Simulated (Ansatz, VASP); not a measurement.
# Hf in VASP and in Ansatz

File INCAR:

```
  PREC = Accurate
  ENCUT = 520
  EDIFF = 1E-7
  ISMEAR = 0
  SIGMA = 0.15
  LREAL = False
  LASPH = True
  NELM = 80
  ALGO = Normal
  ISIF = 2
  LWAVE = False
  LCHARG = True
  GGA = PS
  LELF = True
  LVHAR = True
  NBANDS = 11
```

File KPOINTS:

```
Automatic mesh
0
Gamma
  18 18 18
```

File POSCAR:

```
Hf
1.0
   -1.8501250000      1.8501250000      1.8050000000
    1.8501250000     -1.8501250000      1.8050000000
    1.8501250000      1.8501250000     -1.8050000000
Hf
1
Direct
    0.0000000000      0.0000000000      0.0000000000
```

Input for Ansatz:

```yaml
crystal:
  lattice:
    - [-1.850125, 1.850125, 1.805]
    - [1.850125, -1.850125, 1.805]
    - [1.850125, 1.850125, -1.805]
  atoms:
    - { symbol: Hf, position: [0.0, 0.0, 0.0] }
basis:
  ecutwfc: 420
kpoints:
  mp_grid: { grid: [18, 18, 18] }
hamiltonian:
  xc: pbesol
scf:
  occupations: { method: gaussian, width: 0.15 }
output:
  forces: true
  stress: true
  eigenvalues: true
```

Change from the starting cell: strain +0.025 along x and y, +0.000 along z, atoms carried along.

Alike in both runs: task single point; functional PBEsol; k mesh 18 × 18 × 18; occupations gaussian, width 0.15 eV; no spin polarisation.

|  | VASP | Ansatz |
| --- | --- | --- |
| version | VASP 6.6.1 | Ansatz 0.2.0 |
| potentials or method | VASP PAW PBE potentials, release 64 (Hf_pv), cutoff 520 eV | scalar-relativistic, plane waves, PAW |
| valence electrons in the cell | 10 | 26 |

|  | VASP | Ansatz | Ansatz less VASP |
| --- | --- | --- | --- |
| gap on the k mesh at the Fermi level (eV) | none | none | - |
| pressure (GPa) | -12.7 | -12.3 | +0.33 |
| traceless stress, the component that is largest in VASP (GPa) | -0.89 | -0.87 | +0.021 |

VASP's potentials were made for PBE, not for PBEsol. A gap of «none» marks a metal or a gap that the smearing closes. VASP's potentials hold 10 valence electrons a cell and Ansatz's 26, so a difference there can come from the potentials and not from the codes.

Spin-orbit coupling is off throughout.
